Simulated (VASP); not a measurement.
# Li2TaO2 (P6/mmm) in VASP: a series of runs, part 2 of 2

VASP 6.6.1. Earlier steps stand in the parts before.

### 6 Single point, PBE, collinear spin, ferromagnetic start

This run uses another cell than the first one, of 11.80 Å³/atom, 1.211 times its volume.

Input file INCAR:

```
SYSTEM = Li2TaO2
PREC     = Accurate       ! precision mode
ENCUT    = 520            ! plane-wave cutoff, eV
EDIFF    = 1E-7           ! SCF threshold, eV
ISMEAR   = 0              ! smearing method
SIGMA    = 0.1            ! smearing width, eV
LREAL    = .FALSE.        ! projectors in reciprocal space
LASPH    = .TRUE.         ! aspherical terms in the spheres
NELM     = 150            ! most SCF steps
ALGO     = Normal         ! electronic algorithm
ISIF     = 2              ! what is computed and relaxed
LWAVE    = .FALSE.        ! write WAVECAR
LCHARG   = .FALSE.        ! write CHGCAR
ISPIN    = 2              ! spin polarisation
MAGMOM   = 0 0 1 0 0      ! initial moments
LORBIT   = 11             ! projections on sites
LMAXMIX  = 4              ! l up to which the mixer works
GGA      = PE             ! functional
NBANDS   = 26             ! bands
```

Input file KPOINTS:

```
regular mesh
0
G
  6 6 6
  0 0 0
```

Input file POSCAR:

```
Li2TaO2
1.0
    4.3188874000      0.0000000000      0.0000000000
   -2.1594437000      3.7402662000      0.0000000000
    0.0000000000      0.0000000000      3.6516839000
Li Ta O
2 1 2
Direct
    0.3333333300      0.6666666700      0.5000000000
    0.6666666700      0.3333333300      0.5000000000
    0.0000000000      0.0000000000      0.0000000000
    0.3333333300      0.6666666700      0.0000000000
    0.6666666700      0.3333333300      0.0000000000
```

Potentials or basis: VASP PAW PBE potentials, release 64 (Li_sv, Ta_pv, O).

The run is started by

```bash
$ cat potpaw_PBE.64/Li_sv/POTCAR potpaw_PBE.64/Ta_pv/POTCAR potpaw_PBE.64/O/POTCAR > POTCAR
$ mpirun -np 1 vasp_std > vasp.out
```

OUTCAR:

```text
SYSTEM = Li2TaO2
   PREC = Accurate
   ENCUT = 520
   EDIFF = 1E-7
   ISMEAR = 0
   LREAL = .FALSE.
   LASPH = .TRUE.
   NELM = 150
   ISIF = 2
   ISPIN = 2
   LORBIT = 11
   GGA = PE

 ion  position               nearest neighbor table
   1  0.333  0.667  0.500-   4 1.83   4 1.83   2 2.49   2 2.49   2 2.49   3 3.09   3 3.09   3 3.09
                             3 3.09   3 3.09   3 3.09
   2  0.667  0.333  0.500-   5 1.83   5 1.83   1 2.49   1 2.49   1 2.49   3 3.09   3 3.09   3 3.09
                             3 3.09   3 3.09   3 3.09
   3  0.000  0.000  0.000-   4 2.49   5 2.49   4 2.49   5 2.49   5 2.49   4 2.49   1 3.09   2 3.09
                             1 3.09   2 3.09   2 3.09   1 3.09   2 3.09   1 3.09   2 3.09   1 3.09
   4  0.333  0.667  0.000-   1 1.83   1 1.83   3 2.49   3 2.49   3 2.49
   5  0.667  0.333  0.000-   2 1.83   2 1.83   3 2.49   3 2.49   3 2.49

[... 1634 lines left out ...]
     -0.00000      2.49351      1.82584        -0.000000      0.000000      0.000000
      2.15944      1.24676      1.82584         0.000000     -0.000000     -0.000000
      0.00000      0.00000      0.00000         0.000000      0.000000      0.000000
     -0.00000      2.49351      0.00000        -0.000000      0.000000      0.000000
      2.15944      1.24676      0.00000         0.000000     -0.000000     -0.000000
 -----------------------------------------------------------------------------------
    total drift:                               -0.000000      0.000000      0.000000

  FREE ENERGIE OF THE ION-ELECTRON SYSTEM (eV)
  ---------------------------------------------------
  free  energy   TOTEN  =       -30.7312548417 eV

  energy  without entropy=      -30.7230924624  energy(sigma->0) =      -30.72717365

 total charge

# of ion       s       p       d       tot
------------------------------------------
    1        2.037   0.089   0.000   2.125
    2        2.037   0.089   0.000   2.125
    3        0.278   6.072   1.952   8.302
    4        1.568   3.359   0.000   4.928
    5        1.568   3.359   0.000   4.928
--------------------------------------------------
tot          7.488  12.968   1.952  22.409

 magnetization (x)

# of ion       s       p       d       tot
------------------------------------------
    1        0.000   0.000   0.000   0.000
    2        0.000   0.000   0.000   0.000
    3       -0.000  -0.000  -0.000  -0.000
    4        0.000   0.000   0.000   0.000
    5        0.000   0.000   0.000   0.000
--------------------------------------------------
tot         -0.000   0.000  -0.000  -0.000
```

OSZICAR:

```text
N       E                     dE             d eps       ncg     rms          rms(c)
DAV:   1     0.220603466078E+03    0.22060E+03   -0.14400E+04  2920   0.117E+03
DAV:   2    -0.204906170599E+02   -0.24109E+03   -0.22866E+03  3600   0.326E+02
DAV:   3    -0.376392862329E+02   -0.17149E+02   -0.16940E+02  4742   0.721E+01
DAV:   4    -0.385843586361E+02   -0.94507E+00   -0.93844E+00  3988   0.133E+01
DAV:   5    -0.385999572770E+02   -0.15599E-01   -0.15597E-01  3982   0.167E+00    0.160E+01
DAV:   6    -0.317149169147E+02    0.68850E+01   -0.24042E+01  3064   0.282E+01    0.890E+00
DAV:   7    -0.308822697669E+02    0.83265E+00   -0.42603E+00  3214   0.109E+01    0.342E+00
DAV:   8    -0.308724731930E+02    0.97966E-02   -0.10992E+00  3202   0.629E+00    0.242E+00
DAV:   9    -0.307593977277E+02    0.11308E+00   -0.51848E-01  3144   0.430E+00    0.124E+00
DAV:  10    -0.307319383640E+02    0.27459E-01   -0.47531E-02  3330   0.115E+00    0.401E-01
DAV:  11    -0.307324465933E+02   -0.50823E-03   -0.12424E-02  3406   0.622E-01    0.257E-01
DAV:  12    -0.307312844316E+02    0.11622E-02   -0.30159E-03  3438   0.313E-01    0.648E-02
DAV:  13    -0.307312806549E+02    0.37768E-05   -0.13900E-04  3694   0.602E-02    0.383E-02
DAV:  14    -0.307312545163E+02    0.26139E-04   -0.62417E-05  3504   0.440E-02    0.570E-03
DAV:  15    -0.307312548752E+02   -0.35888E-06   -0.36258E-06  3672   0.108E-02    0.344E-03
DAV:  16    -0.307312548417E+02    0.33448E-07   -0.35885E-07  3374   0.350E-03
   1 F= -.30731255E+02 E0= -.30727174E+02  d E =-.816238E-02  mag=    -0.0001
```

It took 31 s on 1 thread of Intel Xeon 6975P-C (Granite Rapids), shared host; peak memory 0.23 GiB.

Results:

```
Free energy                                           : -30.7313 eV
Net moment                                            : 0.00 μB per cell
Valence electrons inside the program's atomic spheres : Li 2.12; Ta 8.30; O 4.93
```

Caveat: the cutoff is under 1.25 times the usual one of these potentials, so pressure, stress and relaxed cells hold a basis-set (Pulay) error; spin-orbit coupling is left out, which moves the levels of the heavy elements.

### 7 Relaxation of cell and atoms, PBE

Input file INCAR:

```
SYSTEM = Li2TaO2
ALGO     = Normal         ! electronic algorithm
EDIFF    = 1E-6           ! SCF threshold, eV
EDIFFG   = -0.01          ! ionic threshold
ENCUT    = 600            ! plane-wave cutoff, eV
GGA      = PE             ! functional
IBRION   = 2              ! ionic algorithm
ISIF     = 3              ! what is computed and relaxed
ISMEAR   = 0              ! smearing method
LASPH    = .TRUE.         ! aspherical terms in the spheres
LCHARG   = .FALSE.        ! write CHGCAR
LREAL    = .FALSE.        ! projectors in reciprocal space
LWAVE    = .FALSE.        ! write WAVECAR
NELM     = 60             ! most SCF steps
NSW      = 100            ! ionic steps
PREC     = Accurate       ! precision mode
SIGMA    = 0.1            ! smearing width, eV
```

Input file KPOINTS:

```
k-points
0
G
  12 12 10
  0 0 0
```

Input file POSCAR:

```
Li2TaO2
1.0
    3.9186681035      0.0000000000      0.0000000000
   -1.9593340518      3.3936661267      0.0000000000
    0.0000000000      0.0000000000      3.6644638367
Li Ta O
2 1 2
Direct
    0.3333333333      0.6666666667      0.5000000000
    0.6666666667      0.3333333333      0.5000000000
    0.0000000000      0.0000000000      0.0000000000
    0.3333333333      0.6666666667      0.0000000000
    0.6666666667      0.3333333333      0.0000000000
```

The run is started by

```bash
$ cat potpaw_PBE.64/Li_sv/POTCAR potpaw_PBE.64/Ta_pv/POTCAR potpaw_PBE.64/O/POTCAR > POTCAR
$ mpirun -np 1 vasp_std > vasp.out
```

Run time: 37 s. Hardware: 1 thread of Intel Xeon 6975P-C (Granite Rapids), shared host; peak memory 0.27 GiB.

It converged, with:

* Free energy: -31.7784 eV
* Pressure after relaxing: 0.0 GPa

Final structure:
```cif
data_structure
_symmetry_space_group_name_H-M 'P 1'
_symmetry_Int_Tables_number 1
_cell_length_a 3.9187
_cell_length_b 3.9187
_cell_length_c 3.6645
_cell_angle_alpha 90.000
_cell_angle_beta 90.000
_cell_angle_gamma 120.000
_cell_volume 48.73
loop_
_atom_site_label
_atom_site_type_symbol
_atom_site_fract_x
_atom_site_fract_y
_atom_site_fract_z
_atom_site_occupancy
Li1 Li 0.33333 0.66667 0.50000 1
Li2 Li 0.66667 0.33333 0.50000 1
Ta1 Ta 0.00000 0.00000 0.00000 1
O1 O 0.33333 0.66667 0.00000 1
O2 O 0.66667 0.33333 0.00000 1
```

Levels at points of the mesh, in eV from the Fermi level:
| k point | band 11 | band 12 | band 13 | band 14 | band 15 | band 16 | band 17 | band 18 |
| --- | --- | --- | --- | --- | --- | --- | --- | --- |
| (0.00, 0.00, 0.00) | -3.72 | -3.46 | -2.63 | -2.63 | 1.03 | 1.03 | 3.97 | 5.47 |
| (0.50, 0.00, 0.00) | -4.67 | -3.77 | -3.15 | -2.81 | 0.68 | 1.96 | 2.32 | 3.22 |
| (0.00, 0.00, 0.50) | -3.14 | -2.47 | -2.47 | -0.45 | -0.45 | 1.69 | 2.07 | 4.80 |
| (0.50, 0.00, 0.50) | -4.47 | -3.69 | -2.98 | -1.49 | 0.15 | 1.16 | 2.11 | 2.50 |

Caveat: the cutoff is under 1.25 times the usual one of these potentials, so pressure, stress and relaxed cells hold a basis-set (Pulay) error; the relaxation stopped at its first step, so nothing moved; spin-orbit coupling is left out, which moves the levels of the heavy elements; an odd number of electrons without spin polarisation forces a metal; a magnetic or distorted state may lie lower.

### 8 The runs side by side

```tsv
task	spin	cell	k mesh	cutoff (eV)	gap on the mesh (eV)	pressure (GPa)	moment (μB)
single point	off	a = 3.919, b = 3.919, c = 3.661 Å, angles 90.0, 90.0, 120.0°, 5 atoms	12 × 12 × 10	520	none	-	-
relaxation of cell and atoms	off	relaxed from a = 4.319, b = 4.319, c = 3.652 Å, angles 90.0, 90.0, 120.0°, 5 atoms	6 × 6 × 6	600	none	0.0	-
single point	collinear, ferromagnetic start	a = 3.919, b = 3.919, c = 3.664 Å, angles 90.0, 90.0, 120.0°, 5 atoms	6 × 6 × 6	520	none	-	0.00
single point	collinear, ferromagnetic start	a = 4.319, b = 4.319, c = 3.652 Å, angles 90.0, 90.0, 120.0°, 5 atoms	6 × 6 × 6	520	none	-	0.00
relaxation of cell and atoms	off	relaxed from a = 3.919, b = 3.919, c = 3.664 Å, angles 90.0, 90.0, 120.0°, 5 atoms	12 × 12 × 10	600	none	0.0	-
```

Alike in all rows: level PBE; potentials or basis VASP PAW PBE potentials, release 64 (Li_sv, Ta_pv, O); smearing gaussian 0.1 eV.

Caveats: the cutoff is under 1.25 times the usual one of these potentials, so pressure, stress and relaxed cells hold a basis-set (Pulay) error; spin-orbit coupling is left out, which moves the levels of the heavy elements; an odd number of electrons without spin polarisation forces a metal (some runs); a magnetic or distorted state may lie lower (some runs); the volume moved by over 15 % at a fixed basis, so the end points are rough (some runs); the relaxation stopped at its first step, so nothing moved (some runs).

Absolute energies hang on the potentials; compare differences alone.
